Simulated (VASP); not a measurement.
Set up this calculation in VASP 6.6.1, as the native input.

```
Task                   : relaxation of cell and atoms
Functional             : BLYP
Potentials or basis    : VASP PAW PBE potentials, release 64 (Cd, S)
Cutoff                 : 600 eV
k mesh                 : 8 × 8 × 8
Occupations            : fermi-dirac, width 0.05 eV
Spin                   : no spin polarisation
Dipole correction      : no
Further INCAR settings : ALGO = Normal; EDIFF = 1e-06; IBRION = 2; EDIFFG = -0.01; NSW = 60; ISIF = 3
```

The structure of CdS lies in POSCAR:

```
CdS
1.0
    0.0000000000      2.9165000000      2.9165000000
    2.9165000000      0.0000000000      2.9165000000
    2.9165000000      2.9165000000      0.0000000000
Cd S
1 1
Direct
    0.0000000000      0.0000000000      0.0000000000
    0.7500000000      0.7500000000      0.7500000000
```

The input as run:

INCAR

```
SYSTEM = CdS
PREC = Accurate
ENCUT = 600
EDIFF = 1E-6
ISMEAR = -1
SIGMA = 0.05
LREAL = .False.
LASPH = .True.
NELM = 100
ALGO = Normal
ISIF = 3
LWAVE = .False.
LCHARG = .False.
GGA = B5
ALDAX = 1.0
AGGAX = 1.0
AGGAC = 1.0
ALDAC = 0.0
IBRION = 2
NSW = 60
EDIFFG = -0.01
```

KPOINTS

```
Automatic mesh
0
Gamma
  8 8 8
  0 0 0
```

Potentials or basis: VASP PAW PBE potentials, release 64 (Cd, S).

Run with:

```bash
$ cat potpaw_PBE.64/Cd/POTCAR potpaw_PBE.64/S/POTCAR > POTCAR
$ mpirun -np 1 vasp_std > vasp.out
```

It gave:

```yaml
Relaxed_volume: 27.65 Å³/atom
Relaxed_cell: a = 4.276 Å, b = 4.276 Å, c = 4.276 Å, α = 60.00°, β = 60.00°, γ = 60.00°
Space_group_after_relaxing_to_0.1_Å: F-43m (No. 216)
Energy_gained_by_relaxing: 52.4 meV/atom
Ionic_steps: 3
Pressure_after_relaxing: 0.0 GPa
Band_gap_on_the_k_mesh: 0.85 eV
```

Caveat: the PAW data sets were made with another functional, which shifts forces and pressure a little.

Wall time 2.3 min on 1 thread of Intel Xeon 8259CL, on a shared host, peak memory 0.23 GiB.
